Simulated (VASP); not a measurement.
# In: single point with r2SCAN

In:

```
In
1.0
    -1.62547    1.62547    2.47370
     1.62547   -1.62547    2.47370
     1.62547    1.62547   -2.47370
In
1
Direct
  0.00000 0.00000 0.00000
```

| Quantity | Value |
| --- | --- |
| Program | VASP 6.6.1 |
| Task | single point |
| Functional | r2SCAN |
| Potentials or basis | VASP PAW PBE potentials, release 64 (In_d) |
| Cutoff | 520 eV |
| k mesh | 8 × 8 × 8 |
| Occupations | fermi-dirac, width 0.05 eV |
| Spin | non-collinear spin, zero start, spin-orbit coupling |
| Starting moments | [[0.0, 0.0, 0.0]] μB |
| Dipole correction | no |
| Further INCAR settings | ALGO = Normal; EDIFF = 1e-06; NBANDS = 24 |

| Item | Value |
| --- | --- |
| Pressure | 0.0 GPa |
| Net moment | 0.00 μB per cell |
| Valence electrons inside the program's atomic spheres | In 11.37 |

Stress tensor (GPa, compression positive):
```
-1.51  0.00  0.00
 0.00 -1.51  0.00
 0.00  0.00  3.15
```

Moments on the atoms (μB; x, y, z):
```
In  0.00 0.00 0.00
```

Wall time 7.7 min on 1 thread of AMD EPYC 7R13 Processor (Zen 3) (shared host), peak memory 0.27 GiB.

Caveat: the PAW data sets were made with another functional, which shifts forces and pressure a little.
